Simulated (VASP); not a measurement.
# CdF2 (Fm-3m) in VASP: a series of runs

The runs below take CdF2 through single point, with PBE-based screened hybrid with 5 % exact exchange, PBE-based screened hybrid with 15 % exact exchange.

Everything below comes from runs of VASP 6.6.1. Logs are shortened: lines on timing, memory, paths and dates and some standing lists are left out, and cuts for length are marked.

### Step 1. The cell of the first run

The structure is cubic, space group Fm-3m (No. 225). Conventional cell: a = 5.388 Å, b = 5.388 Å, c = 5.388 Å, α = 90.00°, β = 90.00°, γ = 90.00°. Cd (site symmetry m-3m) has 8 F at 2.33 Å within 3.1 Å. F (site symmetry -43m) has 4 Cd at 2.33 Å and 6 F at 2.69 Å within 3.1 Å.

### Step 2. Single point, PBE-based screened hybrid with 5 % exact exchange

POSCAR reads:

```
CdF2
1.0
    0.0000000000      2.6941776810      2.6941776810
    2.6941776810      0.0000000000      2.6941776810
    2.6941776810      2.6941776810      0.0000000000
Cd F
1 2
Direct
    0.0000000000      0.0000000000      0.0000000000
    0.2500000000      0.2500000000      0.2500000000
    0.7500000000      0.7500000000      0.7500000000
```

INCAR.step1 reads:

```
SYSTEM = CdF2
ALGO = Normal
EDIFF = 1E-5
ENCUT = 520
GGA = PE
ISIF = 2
ISMEAR = 0
LASPH = .True.
LCHARG = .False.
LREAL = .False.
LWAVE = .True.
NBANDS = 20
NELM = 100
PREC = Accurate
SIGMA = 0.01
```

INCAR.step2 reads:

```
SYSTEM = CdF2
AEXX = 0.05
ALGO = Normal
EDIFF = 1E-7
ENCUT = 520
GGA = PE
HFSCREEN = 0.1
ISIF = 2
ISMEAR = 0
ISTART = 1
LASPH = .True.
LCHARG = .False.
LHFCALC = .True.
LREAL = .False.
LWAVE = .False.
NBANDS = 20
NELM = 100
PREC = Accurate
PRECFOCK = Normal
SIGMA = 0.01
```

KPOINTS reads:

```
k-points
0
Gamma
  4 4 4
  0 0 0
```

Potentials or basis: VASP PAW PBE potentials, release 64 (Cd, F).

Started as:

```console
$ cat potpaw_PBE.64/Cd/POTCAR potpaw_PBE.64/F/POTCAR > POTCAR
$ cp INCAR.step1 INCAR
$ mpirun -np 1 vasp_std > vasp.out
$ cp INCAR.step2 INCAR
$ mpirun -np 1 vasp_std > vasp.out
```

OUTCAR:

```text
SYSTEM = CdF2
   AEXX = 0.05
   EDIFF = 1E-7
   ENCUT = 520
   GGA = PE
   HFSCREEN = 0.1
   ISIF = 2
   ISMEAR = 0
   ISTART = 1
   LASPH = .True.
   LHFCALC = .True.
   LREAL = .False.
   NELM = 100
   PREC = Accurate
   PRECFOCK = Normal

 ion  position               nearest neighbor table
   1  0.000  0.000  0.000-   2 2.33   3 2.33   3 2.33   3 2.33   3 2.33   2 2.33   2 2.33   2 2.33

   2  0.250  0.250  0.250-   1 2.33   1 2.33   1 2.33   1 2.33
   3  0.750  0.750  0.750-   1 2.33   1 2.33   1 2.33   1 2.33

  LATTYP: Found a face centered cubic cell.
 ALAT       =     5.3883553620

  Lattice vectors:

 A1 = (   0.0000000000,   2.6941776810,   2.6941776810)
 A2 = (   2.6941776810,   0.0000000000,   2.6941776810)
 A3 = (   2.6941776810,   2.6941776810,   0.0000000000)

Analysis of symmetry for initial positions (statically):
=====================================================================
 Subroutine PRICEL returns:
 Original cell was already a primitive cell.

 Routine SETGRP: Setting up the symmetry group for a
 face centered cubic supercell.

 Subroutine GETGRP returns: Found 48 space group operations
 (whereof 48 operations were pure point group operations)
 out of a pool of 48 trial point group operations.

The static configuration has the point symmetry O_h .

Analysis of symmetry for dynamics (positions and initial velocities):
=====================================================================
 Subroutine PRICEL returns:
 Original cell was already a primitive cell.

 Routine SETGRP: Setting up the symmetry group for a
 face centered cubic supercell.

 Subroutine GETGRP returns: Found 48 space group operations
 (whereof 48 operations were pure point group operations)
 out of a pool of 48 trial point group operations.

The dynamic configuration has the point symmetry O_h .

 Subroutine INISYM returns: Found 48 space group operations
 (whereof 48 operations are pure point group operations),
 and found     1 'primitive' translations

----------------------------------------------------------------------------------------

                                     Primitive cell

  volume of cell :      39.1119

  direct lattice vectors                    reciprocal lattice vectors
[... 74 lines left out ...]
   EDIFFG = 0.1E-05   stopping-criterion for IOM
   NSW    =      0    number of steps for IOM
   IBRION =     -1    ionic relax: 0-MD 1-quasi-New 2-CG
   NFREE  =      0    steps in history (QN), initial steepest desc. (CG)
   ISIF   =      2    stress and relaxation
   ISYM   =      3    0-nonsym 1-usesym 2-fastsym
   POTIM  = 0.5000    time-step for ionic-motion
   TEBEG  =    0.0;   TEEND  =   0.0 temperature during run
   PSTRESS=    0.0 pullay stress
   NELECT =      26.0000    total number of electrons
   NUPDOWN=      -1.0000    fix difference up-down
   EMIN   =  10.00;   EMAX   =-10.00  energy-range for DOS
   EFERMI =   0.00;   METHOD = LEGACY
   ISMEAR =     0;   SIGMA  =   0.01  broadening in eV -4-tet -1-fermi 0-gaus
   EFERMI_NEDOS =   21; number of points for ismear=-14 and -15
   IALGO  =     38    algorithm
   IMIX   =      1    mixing-type and parameters
     AMIX     =   0.40;   BMIX     =  1.00
     AMIX_MAG =   1.60;   BMIX_MAG =  1.00
  volume/ion in A,a.u.               =      13.04        87.98
  Fermi-wavevector in a.u.,A,eV,Ry     =   1.428772  2.699988 27.774804  2.041391
  Thomas-Fermi vector in A             =   2.548798
   LORBIT       =      0    0 simple, 1 ext, 2 COOP (PROOUT), +10 PAW based schemes
   GGA     = PE    functional components
   LHFCALC =     T    Hartree Fock is set to
   PRECFOCK=normal    Normal, Fast or Accurate (Low or Medium for compatibility)
   ENCUT4O =  -1.0   cutoff for four orbital integrals eV
   NKREDX  =     1    reduce k-point grid by
   NKREDY  =     1    reduce k-point grid by
   NKREDZ  =     1    reduce k-point grid by
   AEXX    =    0.0500 exact exchange contribution
   HFSCREEN=    0.1000 screening length (either q_TF or 0.3 A-1)
   HFSCREENC=   0.1000 screening length for correlation (either q_TF or 0.3 A-1)
   ENCUTFOCK=  -1.0 apply spherical cutoff to Coloumb kernel
   IVDW    =     0    specifies the selected vdW correction
   LEPSILON=     F    determine dielectric tensor
   LRPA    =     F    only Hartree local field effects (RPA)
 non-spin polarized calculation
 Gauss-broadening in eV      SIGMA  =   0.01
  energy-cutoff  :      520.00
  volume of cell :       39.11
 maximum number of plane-waves:      1067
  NGX = 24; NGY = 24; NGZ = 24

 number of electron      25.9999990 magnetization

 Free energy of the ion-electron system (eV)
  ---------------------------------------------------
  ext. energy  EPLUGINS =         0.00000000
  ---------------------------------------------------
  free energy    TOTEN  =       -11.61789587 eV

  energy without entropy =      -11.61789587  energy(sigma->0) =      -11.61789587

 E-fermi :  -1.6116     XC(G=0):  -9.9872

 val. band max:       -1.6560616455   @ k =  -0.2500   0.5000   0.2500
 cond. band min:       1.8906055923   @ k =   0.0000   0.0000   0.0000
 fundamental gap:      3.5466672378
 Fermi energy:        -1.6116325467

 k-point     1 :       0.0000    0.0000    0.0000
  band No.  band energies     occupation
      1     -22.7982      2.00000
      2     -21.6861      2.00000
      3      -7.3664      2.00000
      4      -7.3664      2.00000
      5      -7.3664      2.00000
      6      -6.1414      2.00000
[... 173 lines left out ...]
     19      18.1528      0.00000
     20      20.2522      0.00000

------------------------ aborting loop because EDIFF is reached ----------------------------------------

  FORCE on cell =-STRESS in cart. coord.  units (eV):
  Direction    XX          YY          ZZ          XY          YZ          ZX
  --------------------------------------------------------------------------------------
  -------------------------------------------------------------------------------------
  Total        1.3101611      1.3101611      1.3101611      0.0000000      0.0000000      0.0000000
  in kB       53.6693820     53.6693820     53.6693820      0.0000000      0.0000000      0.0000000
  external PRESSURE =      53.6693820 kB  Pullay stress =       0.0000000 kB

 VOLUME and BASIS-vectors are now :
 -----------------------------------------------------------------------------
  energy-cutoff  :      520.00
  volume of cell :       39.11
      direct lattice vectors                 reciprocal lattice vectors
     0.000000000  2.694177681  2.694177681    -0.185585384  0.185585384  0.185585384
     2.694177681  0.000000000  2.694177681     0.185585384 -0.185585384  0.185585384
     2.694177681  2.694177681  0.000000000     0.185585384  0.185585384 -0.185585384

 POSITION                                       TOTAL-FORCE (eV/Angst)
 -----------------------------------------------------------------------------------
      0.00000      0.00000      0.00000        -0.000000      0.000000     -0.000000
      1.34709      1.34709      1.34709        -0.000000     -0.000000     -0.000000
      4.04127      4.04127      4.04127         0.000000      0.000000      0.000000
 -----------------------------------------------------------------------------------
    total drift:                               -0.000010     -0.000014     -0.000014

  FREE ENERGIE OF THE ION-ELECTRON SYSTEM (eV)
  ---------------------------------------------------
  free  energy   TOTEN  =       -11.6178958723 eV

  energy  without entropy=      -11.6178958723  energy(sigma->0) =      -11.61789587
```

Wall time 8.4 min (1 thread of Intel Xeon Platinum 8375C at 2.90GHz (Ice Lake), shared host); peak memory 0.27 GiB.

Results:

| Quantity | Value |
| --- | --- |
| Free energy | -11.6179 eV |
| Pressure | 5.4 GPa |
| Band gap on the k mesh | 3.55 eV (least direct gap 4.06 eV) |

Levels at points of the mesh, in eV from the valence-band top:
```tsv
k point	band 9	band 10	band 11	band 12	band 13	band 14	band 15	band 16	band 17	band 18
(0.00, 0.00, 0.00)	-0.98	-0.98	-0.52	-0.52	-0.52	3.55	13.23	13.23	13.23	18.15
(0.50, 0.00, 0.00)	-2.29	-1.86	-1.86	-0.41	-0.41	7.71	9.65	15.07	15.07	18.71
(0.50, 0.50, 0.00)	-2.99	-2.99	-0.50	-0.09	-0.09	8.56	10.17	12.39	14.86	14.86
```

Caveat: the k points lie up to 0.50 Å⁻¹ apart; the PAW data sets were made with another functional, which shifts forces and pressure a little. A k mesh can miss the band edges.

### Step 3. Single point, PBE-based screened hybrid with 15 % exact exchange

POSCAR is that of step 2.

INCAR.step1 reads:

```
SYSTEM = CdF2
ALGO = Normal ; EDIFF = 1E-5
ENCUT = 520 ; GGA = PE
ISIF = 2 ; ISMEAR = 0
LASPH = .TRUE. ; LCHARG = .FALSE.
LREAL = .FALSE. ; LWAVE = .TRUE.
NBANDS = 20 ; NELM = 80
PREC = Accurate ; SIGMA = 0.01
```

INCAR.step2 reads:

```
SYSTEM = CdF2
AEXX = 0.15 ; ALGO = Normal
EDIFF = 1E-6 ; ENCUT = 520
GGA = PE ; HFSCREEN = 0.5
ISIF = 2 ; ISMEAR = 0
ISTART = 1 ; LASPH = .TRUE.
LCHARG = .FALSE. ; LHFCALC = .TRUE.
LREAL = .FALSE. ; LWAVE = .FALSE.
NBANDS = 20 ; NELM = 80
PREC = Accurate ; PRECFOCK = Normal
SIGMA = 0.01
```

KPOINTS reads:

```
k-points
0
G
  4 4 4
  0 0 0
```

Potentials or basis: VASP PAW PBE potentials, release 64 (Cd, F).

Started as:

```console
$ cat potpaw_PBE.64/Cd/POTCAR potpaw_PBE.64/F/POTCAR > POTCAR
$ cp INCAR.step1 INCAR
$ mpirun -np 1 vasp_std > vasp.out
$ cp INCAR.step2 INCAR
$ mpirun -np 1 vasp_std > vasp.out
```

OUTCAR:

```text
SYSTEM = CdF2
   AEXX = 0.15
   EDIFF = 1E-6
   ENCUT = 520
   GGA = PE
   HFSCREEN = 0.5
   ISIF = 2
   ISMEAR = 0
   ISTART = 1
   LASPH = .TRUE.
   LHFCALC = .TRUE.
   LREAL = .FALSE.
   NELM = 80
   PREC = Accurate
   PRECFOCK = Normal

 ion  position               nearest neighbor table
   1  0.000  0.000  0.000-   2 2.33   3 2.33   3 2.33   3 2.33   3 2.33   2 2.33   2 2.33   2 2.33

   2  0.250  0.250  0.250-   1 2.33   1 2.33   1 2.33   1 2.33
   3  0.750  0.750  0.750-   1 2.33   1 2.33   1 2.33   1 2.33

  LATTYP: Found a face centered cubic cell.
 ALAT       =     5.3883553620

  Lattice vectors:

 A1 = (   0.0000000000,   2.6941776810,   2.6941776810)
 A2 = (   2.6941776810,   0.0000000000,   2.6941776810)
 A3 = (   2.6941776810,   2.6941776810,   0.0000000000)

Analysis of symmetry for initial positions (statically):
=====================================================================
 Subroutine PRICEL returns:
 Original cell was already a primitive cell.

 Routine SETGRP: Setting up the symmetry group for a
 face centered cubic supercell.

 Subroutine GETGRP returns: Found 48 space group operations
 (whereof 48 operations were pure point group operations)
 out of a pool of 48 trial point group operations.

The static configuration has the point symmetry O_h .

Analysis of symmetry for dynamics (positions and initial velocities):
=====================================================================
 Subroutine PRICEL returns:
 Original cell was already a primitive cell.

 Routine SETGRP: Setting up the symmetry group for a
 face centered cubic supercell.

 Subroutine GETGRP returns: Found 48 space group operations
 (whereof 48 operations were pure point group operations)
 out of a pool of 48 trial point group operations.
[... 107 lines left out ...]
  volume/ion in A,a.u.               =      13.04        87.98
  Fermi-wavevector in a.u.,A,eV,Ry     =   1.428772  2.699988 27.774804  2.041391
  Thomas-Fermi vector in A             =   2.548798
   LORBIT       =      0    0 simple, 1 ext, 2 COOP (PROOUT), +10 PAW based schemes
   GGA     = PE    functional components
   LHFCALC =     T    Hartree Fock is set to
   PRECFOCK=normal    Normal, Fast or Accurate (Low or Medium for compatibility)
   ENCUT4O =  -1.0   cutoff for four orbital integrals eV
   NKREDX  =     1    reduce k-point grid by
   NKREDY  =     1    reduce k-point grid by
   NKREDZ  =     1    reduce k-point grid by
   AEXX    =    0.1500 exact exchange contribution
   HFSCREEN=    0.5000 screening length (either q_TF or 0.3 A-1)
   HFSCREENC=   0.5000 screening length for correlation (either q_TF or 0.3 A-1)
   ENCUTFOCK=  -1.0 apply spherical cutoff to Coloumb kernel
   IVDW    =     0    specifies the selected vdW correction
   LEPSILON=     F    determine dielectric tensor
   LRPA    =     F    only Hartree local field effects (RPA)
 non-spin polarized calculation
 Gauss-broadening in eV      SIGMA  =   0.01
  energy-cutoff  :      520.00
  volume of cell :       39.11
 maximum number of plane-waves:      1067
  NGX = 24; NGY = 24; NGZ = 24

 number of electron      25.9999990 magnetization

 Free energy of the ion-electron system (eV)
  ---------------------------------------------------
  ext. energy  EPLUGINS =         0.00000000
  ---------------------------------------------------
  free energy    TOTEN  =       -12.35180565 eV

  energy without entropy =      -12.35180565  energy(sigma->0) =      -12.35180565

 E-fermi :  -1.8866     XC(G=0):  -9.5171

 val. band max:       -1.9583473768   @ k =  -0.2500   0.5000   0.2500
 cond. band min:       1.9109865354   @ k =   0.0000   0.0000   0.0000
 fundamental gap:      3.8693339123
 Fermi energy:        -1.8865602155

 k-point     1 :       0.0000    0.0000    0.0000
  band No.  band energies     occupation
      1     -23.6776      2.00000
      2     -22.5635      2.00000
      3      -7.7834      2.00000
      4      -7.7834      2.00000
      5      -7.7834      2.00000
      6      -6.5434      2.00000
[... 173 lines left out ...]
     19      18.1976      0.00000
     20      20.3369      0.00000

------------------------ aborting loop because EDIFF is reached ----------------------------------------

  FORCE on cell =-STRESS in cart. coord.  units (eV):
  Direction    XX          YY          ZZ          XY          YZ          ZX
  --------------------------------------------------------------------------------------
  -------------------------------------------------------------------------------------
  Total        1.0481683      1.0481683      1.0481683     -0.0000000     -0.0000000      0.0000000
  in kB       42.9371211     42.9371211     42.9371211     -0.0000000     -0.0000000      0.0000000
  external PRESSURE =      42.9371211 kB  Pullay stress =       0.0000000 kB

 VOLUME and BASIS-vectors are now :
 -----------------------------------------------------------------------------
  energy-cutoff  :      520.00
  volume of cell :       39.11
      direct lattice vectors                 reciprocal lattice vectors
     0.000000000  2.694177681  2.694177681    -0.185585384  0.185585384  0.185585384
     2.694177681  0.000000000  2.694177681     0.185585384 -0.185585384  0.185585384
     2.694177681  2.694177681  0.000000000     0.185585384  0.185585384 -0.185585384

 POSITION                                       TOTAL-FORCE (eV/Angst)
 -----------------------------------------------------------------------------------
      0.00000      0.00000      0.00000        -0.000000     -0.000000     -0.000000
      1.34709      1.34709      1.34709         0.000000      0.000000      0.000000
      4.04127      4.04127      4.04127        -0.000000      0.000000     -0.000000
 -----------------------------------------------------------------------------------
    total drift:                                0.000107      0.000123      0.000123

  FREE ENERGIE OF THE ION-ELECTRON SYSTEM (eV)
  ---------------------------------------------------
  free  energy   TOTEN  =       -12.3518056542 eV

  energy  without entropy=      -12.3518056542  energy(sigma->0) =      -12.35180565
```

OSZICAR.step1:

```text
N       E                     dE             d eps       ncg     rms          rms(c)
DAV:   1     0.198026482920E+03    0.19803E+03   -0.15577E+04   336   0.133E+03
DAV:   2    -0.374639135368E+01   -0.20177E+03   -0.19314E+03   368   0.347E+02
DAV:   3    -0.125279977511E+02   -0.87816E+01   -0.87472E+01   372   0.789E+01
DAV:   4    -0.125664168028E+02   -0.38419E-01   -0.38418E-01   344   0.533E+00
DAV:   5    -0.125665509177E+02   -0.13411E-03   -0.13411E-03   356   0.283E-01    0.103E+01
DAV:   6    -0.108303879537E+02    0.17362E+01   -0.39711E+00   396   0.366E+01    0.746E+00
DAV:   7    -0.108733180216E+02   -0.42930E-01   -0.86498E-01   332   0.828E+00    0.424E+00
DAV:   8    -0.108659973870E+02    0.73206E-02   -0.12764E-01   328   0.337E+00    0.691E-01
DAV:   9    -0.108580754795E+02    0.79219E-02   -0.30302E-02   372   0.214E+00    0.867E-02
DAV:  10    -0.108586344639E+02   -0.55898E-03   -0.27853E-03   328   0.563E-01    0.117E-01
DAV:  11    -0.108587284391E+02   -0.93975E-04   -0.10773E-04   340   0.102E-01    0.380E-02
DAV:  12    -0.108587507645E+02   -0.22325E-04   -0.38301E-05   328   0.543E-02    0.181E-02
DAV:  13    -0.108587524071E+02   -0.16427E-05   -0.49591E-06   272   0.180E-02
   1 F= -.10858752E+02 E0= -.10858752E+02  d E =-.688269E-18
```

It took 23 min on 1 thread of Oxide Virtual Turin-like, shared host; peak memory 0.23 GiB.

What came out:

* Free energy: -12.3518 eV
* Pressure: 4.3 GPa
* Band gap on the k mesh: 3.87 eV (least direct gap 4.41 eV)

Levels at points of the mesh, in eV from the valence-band top:
```csv
k point,band 11,band 12,band 13,band 14,band 15,band 16
"(0.00, 0.00, 0.00)",-0.54,-0.54,-0.54,3.87,13.58,13.58
"(0.50, 0.00, 0.00)",-1.87,-0.42,-0.42,8.05,9.95,15.48
"(0.50, 0.50, 0.00)",-0.50,-0.09,-0.09,8.93,10.51,12.66
```

Caveat: the k points lie up to 0.50 Å⁻¹ apart; the PAW data sets were made with another functional, which shifts forces and pressure a little.
